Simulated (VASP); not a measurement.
# SnO2 (Fm-3m) in VASP: further runs, part 3 of 3

VASP 6.6.1. The steps go on from the part before.

## (5) Single point, PBE

This run uses another cell than the first one, of 11.34 Å³/atom, 1.104 times its volume.

The input, INCAR:

```
SYSTEM = SnO2
PREC = Accurate
ENCUT = 520
EDIFF = 1E-7
ISMEAR = 0
SIGMA = 0.15
LREAL = .FALSE.
LASPH = .TRUE.
NELM = 100
ALGO = Normal
ISIF = 2
LWAVE = .FALSE.
LCHARG = .FALSE.
GGA = PE
NBANDS = 20
```

The input, KPOINTS:

```
Automatic mesh
0
G
  16 16 16
  0 0 0
```

The input, POSCAR:

```
SnO2
1.0
    0.0000000000      2.5716524213      2.5716524213
    2.5716524213      0.0000000000      2.5716524213
    2.5716524213      2.5716524213      0.0000000000
Sn O
1 2
Direct
    0.0000000000      0.0000000000      0.0000000000
    0.2500000000      0.2500000000      0.2500000000
    0.7500000000      0.7500000000      0.7500000000
```

Potentials or basis: VASP PAW PBE potentials, release 64 (Sn_d, O).

Launch:

```
> cat potpaw_PBE.64/Sn_d/POTCAR potpaw_PBE.64/O/POTCAR > POTCAR
> mpirun -np 1 vasp_std > vasp.out
```

OUTCAR:

```text
SYSTEM = SnO2
   PREC = Accurate
   ENCUT = 520
   EDIFF = 1E-7
   ISMEAR = 0
   LREAL = .FALSE.
   LASPH = .TRUE.
   NELM = 100
   ISIF = 2
   GGA = PE

 ion  position               nearest neighbor table
   1  0.000  0.000  0.000-   2 2.23   3 2.23   3 2.23   3 2.23   3 2.23   2 2.23   2 2.23   2 2.23

   2  0.250  0.250  0.250-   1 2.23   1 2.23   1 2.23   1 2.23
   3  0.750  0.750  0.750-   1 2.23   1 2.23   1 2.23   1 2.23

  LATTYP: Found a face centered cubic cell.
 ALAT       =     5.1433048426

  Lattice vectors:

 A1 = (   0.0000000000,   2.5716524213,   2.5716524213)
 A2 = (   2.5716524213,   0.0000000000,   2.5716524213)
 A3 = (   2.5716524213,   2.5716524213,   0.0000000000)

Analysis of symmetry for initial positions (statically):
=====================================================================
 Subroutine PRICEL returns:
 Original cell was already a primitive cell.

 Routine SETGRP: Setting up the symmetry group for a
 face centered cubic supercell.

 Subroutine GETGRP returns: Found 48 space group operations
 (whereof 48 operations were pure point group operations)
 out of a pool of 48 trial point group operations.

The static configuration has the point symmetry O_h .

Analysis of symmetry for dynamics (positions and initial velocities):
=====================================================================
 Subroutine PRICEL returns:
 Original cell was already a primitive cell.

 Routine SETGRP: Setting up the symmetry group for a
 face centered cubic supercell.

 Subroutine GETGRP returns: Found 48 space group operations
 (whereof 48 operations were pure point group operations)
 out of a pool of 48 trial point group operations.

The dynamic configuration has the point symmetry O_h .

 Subroutine INISYM returns: Found 48 space group operations
 (whereof 48 operations are pure point group operations),
 and found     1 'primitive' translations

[... 107 lines left out ...]
   NELECT =      26.0000    total number of electrons
   NUPDOWN=      -1.0000    fix difference up-down
   EMIN   =  10.00;   EMAX   =-10.00  energy-range for DOS
   EFERMI =   0.00;   METHOD = LEGACY
   ISMEAR =     0;   SIGMA  =   0.15  broadening in eV -4-tet -1-fermi 0-gaus
   EFERMI_NEDOS =   21; number of points for ismear=-14 and -15
   IALGO  =     38    algorithm
   IMIX   =      4    mixing-type and parameters
     AMIX     =   0.40;   BMIX     =  1.00
     AMIX_MAG =   1.60;   BMIX_MAG =  1.00
  volume/ion in A,a.u.               =      11.34        76.51
  Fermi-wavevector in a.u.,A,eV,Ry     =   1.496846  2.828628 30.484490  2.240547
  Thomas-Fermi vector in A             =   2.608810
   LORBIT       =      0    0 simple, 1 ext, 2 COOP (PROOUT), +10 PAW based schemes
   GGA     = PE    functional components
   LHFCALC =     F    Hartree Fock is set to
   AEXX    =    0.0000 exact exchange contribution
   IVDW    =     0    specifies the selected vdW correction
   LEPSILON=     F    determine dielectric tensor
   LRPA    =     F    only Hartree local field effects (RPA)
 non-spin polarized calculation
 Gauss-broadening in eV      SIGMA  =   0.15
  energy-cutoff  :      520.00
  volume of cell :       34.01
 maximum number of plane-waves:       941
   NGX = 13   NGY = 13   NGZ = 13

 number of electron      25.9999990 magnetization

 Free energy of the ion-electron system (eV)
  ---------------------------------------------------
  ext. energy  EPLUGINS =         0.00000000
  ---------------------------------------------------
  free energy    TOTEN  =       -17.91676814 eV

  energy without entropy =      -17.91651076  energy(sigma->0) =      -17.91663945

 E-fermi :   7.5987     XC(G=0): -11.6784

 val. band max:        7.3902522604   @ k =  -0.2500   0.5000   0.2500
 cond. band min:       7.7748635382   @ k =   0.0625   0.0000   0.0000
 fundamental gap:      0.3846112778
 Fermi energy:         7.5987281013

 k-point     1 :       0.0000    0.0000    0.0000
  band No.  band energies     occupation
      1     -13.1759      2.00000
      2     -13.1759      2.00000
      3     -13.1759      2.00000
      4     -13.0504      2.00000
      5     -13.0504      2.00000
      6     -11.9328      2.00000
[... 541 lines left out ...]
     19      22.4757      0.00000
     20      22.5638      0.00000

 [... further k-points ...]
[... 5 lines left out ...]
  --------------------------------------------------------------------------------------
  -------------------------------------------------------------------------------------
  Total        0.1121756      0.1121756      0.1121756      0.0000000      0.0000000      0.0000000
  in kB        5.2837485      5.2837485      5.2837485      0.0000000      0.0000000      0.0000000
  external PRESSURE =       5.2837485 kB  Pullay stress =       0.0000000 kB

 VOLUME and BASIS-vectors are now :
 -----------------------------------------------------------------------------
  energy-cutoff  :      520.00
  volume of cell :       34.01
      direct lattice vectors                 reciprocal lattice vectors
     0.000000000  2.571652421  2.571652421    -0.194427519  0.194427519  0.194427519
     2.571652421  0.000000000  2.571652421     0.194427519 -0.194427519  0.194427519
     2.571652421  2.571652421  0.000000000     0.194427519  0.194427519 -0.194427519

 POSITION                                       TOTAL-FORCE (eV/Angst)
 -----------------------------------------------------------------------------------
      0.00000      0.00000      0.00000        -0.000000      0.000000     -0.000000
      1.28583      1.28583      1.28583        -0.000000     -0.000000     -0.000000
      3.85748      3.85748      3.85748         0.000000      0.000000      0.000000
 -----------------------------------------------------------------------------------
    total drift:                                0.000000      0.000000      0.000000

  FREE ENERGIE OF THE ION-ELECTRON SYSTEM (eV)
  ---------------------------------------------------
  free  energy   TOTEN  =       -17.9167681366 eV

  energy  without entropy=      -17.9165107561  energy(sigma->0) =      -17.91663945
```

OSZICAR:

```text
N       E                     dE             d eps       ncg     rms          rms(c)
DAV:   1     0.242309147179E+03    0.24231E+03   -0.13527E+04  6244   0.201E+03
DAV:   2     0.475622367909E+01   -0.23755E+03   -0.22509E+03  6152   0.493E+02
DAV:   3    -0.203546511209E+02   -0.25111E+02   -0.24720E+02  6580   0.135E+02
DAV:   4    -0.210338350849E+02   -0.67918E+00   -0.67855E+00  6580   0.230E+01
DAV:   5    -0.210486163517E+02   -0.14781E-01   -0.14780E-01  7360   0.355E+00    0.107E+01
DAV:   6    -0.179110314381E+02    0.31376E+01   -0.11291E+01  8888   0.573E+01    0.383E+00
DAV:   7    -0.179313128325E+02   -0.20281E-01   -0.67357E-01  6300   0.595E+00    0.193E+00
DAV:   8    -0.179185201295E+02    0.12793E-01   -0.77240E-02  6444   0.258E+00    0.377E-01
DAV:   9    -0.179161874737E+02    0.23327E-02   -0.12701E-02  9032   0.153E+00    0.845E-02
DAV:  10    -0.179167621694E+02   -0.57470E-03   -0.14995E-03  6340   0.447E-01    0.227E-02
DAV:  11    -0.179167669937E+02   -0.48243E-05   -0.71376E-05  7912   0.145E-01    0.165E-02
DAV:  12    -0.179167682510E+02   -0.12573E-05   -0.10454E-05  6944   0.286E-02    0.710E-03
DAV:  13    -0.179167680800E+02    0.17095E-06   -0.26792E-06  6476   0.107E-02    0.187E-03
DAV:  14    -0.179167681366E+02   -0.56557E-07   -0.10645E-07  5492   0.374E-03
   1 F= -.17916768E+02 E0= -.17916639E+02  d E =-.257380E-03
```

stdout:

```text
POSCAR found type information on POSCAR SnO
 POSCAR found :  2 types and       3 ions
 scaLAPACK will be used
 LDA part: xc-table for (Slater+PW92), standard interpolation
 POSCAR, INCAR and KPOINTS ok, starting setup
 FFT: planning ... GRIDC
 FFT: planning ... GRID_SOFT
 FFT: planning ... GRID
 WAVECAR not read
 entering main loop
```

Run time: 58 s. Hardware: 1 thread of AMD EPYC 9R45 (Zen 5), shared host; peak memory 0.19 GiB.

Results:

| Quantity | Value |
| --- | --- |
| Free energy | -17.9168 eV |
| Pressure | 0.5 GPa |
| Band gap on the k mesh | zero (band 13 reaches 7.39 eV, above the bottom of band 14 at 7.23 eV) |

Caveat: spin-orbit coupling is left out, which moves the levels of the heavy elements.

## (6) Relaxation of cell and atoms, PBE

This run uses another cell than the first one, of 11.37 Å³/atom, 1.107 times its volume.

The input, INCAR:

```
SYSTEM = SnO2
ALGO = Normal ; EDIFF = 1E-6
EDIFFG = -0.005 ; ENCUT = 600
GGA = PE ; IBRION = 2
ISIF = 3 ; ISMEAR = 0
LASPH = .True. ; LCHARG = .False.
LREAL = .False. ; LWAVE = .False.
NELM = 80 ; NSW = 100
PREC = Accurate ; SIGMA = 0.1
```

The input, KPOINTS:

```
k-points
0
Gamma
  14 14 14
  0 0 0
```

The input, POSCAR:

```
SnO2
1.0
    0.0000000000      2.5741500000      2.5741500000
    2.5741500000      0.0000000000      2.5741500000
    2.5741500000      2.5741500000      0.0000000000
Sn O
1 2
Direct
    0.0000000000      0.0000000000      0.0000000000
    0.2500000000      0.2500000000      0.2500000000
    0.7500000000      0.7500000000      0.7500000000
```

Potentials or basis: VASP PAW PBE potentials, release 64 (Sn_d, O).

Launch:

```
> cat potpaw_PBE.64/Sn_d/POTCAR potpaw_PBE.64/O/POTCAR > POTCAR
> mpirun -np 1 vasp_std > vasp.out
```

It took 76 s on 1 thread of AMD EPYC 9R45 (Zen 5), shared host; peak memory 0.2 GiB.

The run converged. Its results:

- Free energy: -17.9216 eV
- Relaxed volume: 11.36 Å³/atom
- Relaxed cell: a = 3.639 Å, b = 3.639 Å, c = 3.639 Å, α = 60.00°, β = 60.00°, γ = 60.00°
- Space group after relaxing (to 0.05 Å): Fm-3m (No. 225)
- Energy gained by relaxing: 0.0 meV/atom
- Ionic steps: 3
- Pressure after relaxing: 0.0 GPa
- Band gap on the k mesh: zero (band 13 reaches 7.36 eV, above the bottom of band 14 at 7.19 eV)

Final structure:
```
CELL_PARAMETERS angstrom
0.00000 2.57306 2.57306
2.57306 0.00000 2.57306
2.57306 2.57306 0.00000
ATOMIC_POSITIONS crystal
Sn 0.00000 0.00000 0.00000
O 0.25000 0.25000 0.25000
O 0.75000 0.75000 0.75000
```

Levels at points of the mesh, in eV from the Fermi level:
```
           k point  band 11  band 12  band 13  band 14  band 15  band 16
(0.00, 0.00, 0.00)    -1.43    -1.43    -1.43    -0.29     6.86     6.86
(0.50, 0.00, 0.00)    -3.35    -2.14    -2.14     4.37     7.72     9.93
(0.50, 0.50, 0.00)    -0.31    -0.31    -0.21     2.95     6.75     9.64
```

Caveat: spin-orbit coupling is left out, which moves the levels of the heavy elements.

## (7) Overview

| task | cell | k mesh | cutoff (eV) | smearing | gap on the mesh (eV) | pressure (GPa) |
| --- | --- | --- | --- | --- | --- | --- |
| single point | a = 3.519 Å, angles 60.0°, 3 atoms | 14 × 14 × 14 | 520 | gaussian 0.1 eV | 0.84 | 24.4 |
| single point | a = 3.637 Å, angles 60.0°, 3 atoms | 14 × 14 × 14 | 520 | gaussian 0.1 eV | none | 0.6 |
| single point | a = 3.637 Å, angles 60.0°, 3 atoms | 18 × 18 × 18 | 520 | gaussian 0.15 eV | none | 0.6 |
| single point | a = 3.637 Å, angles 60.0°, 3 atoms | 16 × 16 × 16 | 520 | gaussian 0.15 eV | none | 0.5 |
| relaxation of cell and atoms | relaxed from a = 3.640 Å, angles 60.0°, 3 atoms | 14 × 14 × 14 | 600 | gaussian 0.1 eV | none | 0.0 |

Alike in all rows: level PBE; potentials or basis VASP PAW PBE potentials, release 64 (Sn_d, O); no spin polarisation.

Caveats: spin-orbit coupling is left out, which moves the levels of the heavy elements.

Absolute energies hang on the potentials; compare differences alone.
